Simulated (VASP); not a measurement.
**Ca: single point with PBE**

The system is Ca.

```xyz
2
Lattice="3.0732 0.0000 0.0000 -1.5366 2.6615 0.0000 0.0000 0.0000 5.1880" Properties=species:S:1:pos:R:3 pbc="T T T"
Ca    0.0000    1.7743    1.2970
Ca    1.5366    0.8872    3.8910
```

```json
{
 "Program": "VASP 6.6.1",
 "Task": "single point",
 "Functional": "PBE",
 "Potentials or basis": "VASP PAW PBE potentials, release 64 (Ca_sv)",
 "Cutoff": "520 eV",
 "k mesh": "14 × 14 × 8",
 "Occupations": "fermi-dirac, width 0.05 eV",
 "Spin": "no spin polarisation"
}
```

```json
{"Pressure": "32.1 GPa", "Band gap on the k mesh": "zero (band 10 reaches 5.73 eV, above the bottom of band 11 at 4.87 eV)"}
```

Levels at points of the mesh, in eV from the Fermi level:
| k point | band 7 | band 8 | band 9 | band 10 | band 11 | band 12 | band 13 | band 14 |
| --- | --- | --- | --- | --- | --- | --- | --- | --- |
| (0.00, 0.00, 0.00) | -21.11 | -21.11 | -4.63 | -1.27 | 1.45 | 2.92 | 3.22 | 3.22 |
| (0.50, 0.00, 0.00) | -21.36 | -21.29 | -0.82 | -0.71 | -0.53 | 1.15 | 2.33 | 3.15 |
| (0.00, 0.00, 0.50) | -21.17 | -21.17 | -2.92 | -2.92 | 1.76 | 1.76 | 3.23 | 3.23 |
| (0.50, 0.00, 0.50) | -21.41 | -21.41 | -1.22 | -1.22 | 0.82 | 0.82 | 2.84 | 2.84 |

It took 62 s on 1 thread of Intel Xeon 6975P-C, with other jobs on the host, peak memory 0.21 GiB.
